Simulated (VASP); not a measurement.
Input of a VASP 6.6.1 run:

POSCAR

```
Si
1.0
    0.0000000000      2.7154700000      2.7154700000
    2.7154700000      0.0000000000      2.7154700000
    2.7154700000      2.7154700000      0.0000000000
Si
2
Direct
    0.5000000000      0.5000000000      0.5000000000
    0.7500000000      0.7500000000      0.7500000000
```

File INCAR.step1:

```
PREC = Accurate
ENCUT = 520
ISMEAR = 0
SIGMA = 0.05
LREAL = F
LASPH = T
NELM = 60
NBANDS = 11
GGA = PE
ALGO = Normal
EDIFF = 1E-4
LWAVE = T
LCHARG = F
```

Contents of INCAR.step2:

```
PREC = Accurate
ENCUT = 520
EDIFF = 1E-6
ISMEAR = 0
SIGMA = 0.05
LREAL = F
LASPH = T
NELM = 60
ALGO = Normal
ISIF = 2
LWAVE = F
LCHARG = F
METAGGA = R2SCAN
LMIXTAU = T
NBANDS = 11
ISTART = 1
```

The input KPOINTS:

```
Automatic mesh
0
Gamma
  12 12 12
```

Potentials or basis: VASP PAW PBE potentials, release 64 (Si).

Command:

```sh
$ cat potpaw_PBE.64/Si/POTCAR > POTCAR
$ cp INCAR.step1 INCAR
$ mpirun -np 1 vasp_std > vasp.out
$ cp INCAR.step2 INCAR
$ mpirun -np 1 vasp_std > vasp.out
```

Problem. Estimate the pressure.

Solution. 0.5 GPa.

Problem. Estimate the band gap on the k mesh.

Solution. 0.77 eV, indirect (least direct gap 2.76 eV).

Caveat: the PAW data sets were made with another functional, which shifts forces and pressure a little. r2SCAN opens gaps a little over a GGA but as a rule still falls short of measured ones.
